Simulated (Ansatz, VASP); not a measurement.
## Sb in VASP and in Ansatz

```
CELL_PARAMETERS angstrom
0.00000 4.59432 4.59432
4.59432 0.00000 4.59432
4.59432 4.59432 0.00000
ATOMIC_POSITIONS crystal
Sb 0.25006 0.25006 0.74994
Sb 0.74994 0.74994 0.25006
Sb 0.25006 0.74994 0.25006
Sb 0.74994 0.25006 0.74994
Sb 0.74994 0.25006 0.25006
Sb 0.25006 0.74994 0.74994
```

Alike in both runs: functional PBE; k mesh 4 × 4 × 4; occupations gaussian, width 0.1 eV; no spin polarisation.

Ansatz relaxed the structure, and its values are those at the end. VASP's run is a single point on that final structure, the one shown.

|  | VASP | Ansatz |
| --- | --- | --- |
| version | VASP 6.6.1 | Ansatz 0.2.0 |
| potentials or method | VASP PAW PBE potentials, release 64 (Sb), cutoff 520 eV | scalar-relativistic, plane waves, PAW |
| valence electrons in the cell | 30 | 90 |

```tsv
	VASP	Ansatz	Ansatz less VASP
gap on the k mesh at the Fermi level (eV)	none	none	-
pressure (GPa)	-0.3	-0.3	+0.06
```

A gap of «none» marks a metal or a gap that the smearing closes. The functional is the same, so the differences come from potentials, cutoffs and numerics. VASP's potentials hold 30 valence electrons a cell and Ansatz's 90, so a difference there can come from the potentials and not from the codes.

Neither program's run includes spin-orbit coupling.
